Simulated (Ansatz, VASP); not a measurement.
**Two plane-wave programs on BN**

Contents of POSCAR:

```
BN
1.0
    2.5539396017      0.0000000000      0.0000000000
   -1.2769698009      2.2117765748      0.0000000000
    0.0000000000      0.0000000000      4.2268550000
N B
2 2
Direct
    0.3333333333      0.6666666667      0.1252760000
    0.6666666667      0.3333333333      0.6252760000
    0.3333333333      0.6666666667      0.4997240000
    0.6666666667      0.3333333333      0.9997240000
```

The input INCAR.step1:

```
ALGO = Normal
EDIFF = 1E-5
ENCUT = 660
GGA = PE
GGA_COMPAT = F
ISMEAR = 0
LASPH = T
LCHARG = F
LREAL = F
LWAVE = T
NBANDS = 16
NELM = 120
PREC = Accurate
SIGMA = 0.01
```

Contents of INCAR.step2:

```
ALGO = Normal
EDIFF = 1E-6
ENCUT = 660
GGA_COMPAT = F
ISIF = 2
ISMEAR = 0
ISTART = 1
LASPH = T
LCHARG = F
LMIXTAU = T
LREAL = F
LWAVE = F
METAGGA = R2SCAN
NBANDS = 16
NELM = 120
PREC = Accurate
SIGMA = 0.01
```

KPOINTS

```
k-points
0
Gamma
  12 12 6
```

The input input.yaml:

```yaml
crystal:
  lattice:
    - [2.5539396017, 0.0, 0.0]
    - [-1.2769698009, 2.2117765748, 0.0]
    - [0.0, 0.0, 4.226855]
  atoms:
    - { symbol: "N", position: [0.3333333333, 0.6666666667, 0.125276] }
    - { symbol: "N", position: [0.6666666667, 0.3333333333, 0.625276] }
    - { symbol: B, position: [0.3333333333, 0.6666666667, 0.499724] }
    - { symbol: B, position: [0.6666666667, 0.3333333333, 0.999724] }
kpoints:
  mp_grid: { grid: [12, 12, 6] }
  band_path:
    path:
      - [0.0, 0.0, 0.0]
      - [0.5, 0.0, 0.0]
      - [0.3333333333, 0.3333333333, 0.0]
      - [0.0, 0.0, 0.5]
      - [0.5, 0.0, 0.5]
      - [0.3333333333, 0.3333333333, 0.5]
      - [0.1, 0.0, 0.0]
    npoints: 1
hamiltonian:
  xc: r2scan
scf:
  occupations: { method: fixed }
  n_extra_bands: 5
output:
  forces: true
  stress: true
  eigenvalues: true
  write_density: true
  write_potential: true
  elf: true
  volumetric_format: npy
```

Alike in both runs: functional r2SCAN; k mesh 12 × 12 × 6; no spin polarisation.

```csv
,VASP,Ansatz
version,VASP 6.6.1,Ansatz 0.2.0
potentials or method,"VASP PAW PBE potentials, release 64 (N, B)",Ansatz PAW
plane-wave cutoff (eV),660,500
occupations,"gaussian, width 0.01 eV",fixed
valence electrons in the cell,16,16
task,single point,band structure
```

```csv
,VASP,Ansatz,Ansatz less VASP
gap on the k mesh at the Fermi level (eV),5.72,5.76,+0.032
least direct gap on the mesh (eV),8.92,8.94,+0.026
pressure (GPa),-3.6,-4.7,-1.13
"traceless stress, the component that is largest in VASP (GPa)",-0.44,-0.44,-0.004
rms of the force components (eV/Å),0.012,0.014,+0.0020
```

VASP's potentials were made for PBE, not for r2SCAN. Atom by atom the forces differ by 0.002 eV/Å (rms over components).
